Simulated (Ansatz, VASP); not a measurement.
# Ir in VASP and in Ansatz

The input INCAR:

```
SYSTEM = Ir
ALGO = Normal
EDIFF = 1E-7
ENCUT = 520
ISIF = 2
ISMEAR = -1
ISPIN = 2
ISYM = 0
LASPH = .TRUE.
LCHARG = .FALSE.
LMAXMIX = 4
LORBIT = 11
LREAL = .FALSE.
LWAVE = .FALSE.
MAGMOM = 3
NBANDS = 14
NELM = 150
PREC = Accurate
SIGMA = 0.01
```

KPOINTS

```
k-points
0
G
  1 1 1
  0 0 0
```

The input POSCAR:

```
Ir
1.0
   14.0000000000      0.0000000000      0.0000000000
    0.0000000000     14.4000000000      0.0000000000
    0.0000000000      0.0000000000     14.8000000000
Ir
1
Direct
    0.5000000000      0.5000000000      0.5000000000
```

Input for Ansatz:

```yaml
crystal:
  lattice:
    - [14.0, 0.0, 0.0]
    - [0.0, 14.4, 0.0]
    - [0.0, 0.0, 14.8]
  atoms:
    - { symbol: Ir, position: [0.5, 0.5, 0.5], spin: 3.0 }
  symmetry: { detect: false, time_reversal: true }
hamiltonian:
  xc: lda
  pseudopotentials:
    kind: paw
    azcp:
      Ir: "pseudopotentials/Ir.paw.azcp"
basis:
  ecutwfc: 420
  fft_grid_basis: typed
kpoints:
  mp_grid: { grid: [1, 1, 1], shift: [0, 0, 0] }
magnetization:
  spin_polarized: true
scf:
  occupations: { method: fermi_dirac, width: 0.01 }
```

Alike in both runs: task single point; functional LDA; k mesh 1 × 1 × 1; occupations fermi-dirac, width 0.01 eV; collinear spin.

|  | VASP | Ansatz |
| --- | --- | --- |
| version | VASP 6.6.1 | Ansatz 0.2.0 |
| potentials or method | VASP PAW LDA potentials, release 64 (Ir), cutoff 520 eV | plane waves (420 eV) with PAW, scalar-relativistic |
| valence electrons in the cell | 9 | 17 |

|  | VASP | Ansatz | Ansatz less VASP |
| --- | --- | --- | --- |
| net moment per atom (μB) | 3.00 | 3.00 | 0.000 |
| size of the moment on the site where the two differ most (μB) | 2.48 | 3.00 | +0.516 |

Ansatz warns that its potentials were made for another functional, while VASP's fit it. LDA's correlation is that of Perdew and Zunger in VASP and of Perdew and Wang (1992) in Ansatz. Site moments also hang on the region over which each program counts them. VASP's potentials hold 9 valence electrons a cell and Ansatz's 17, so a difference there can come from the potentials and not from the codes.

Spin-orbit coupling is off throughout.
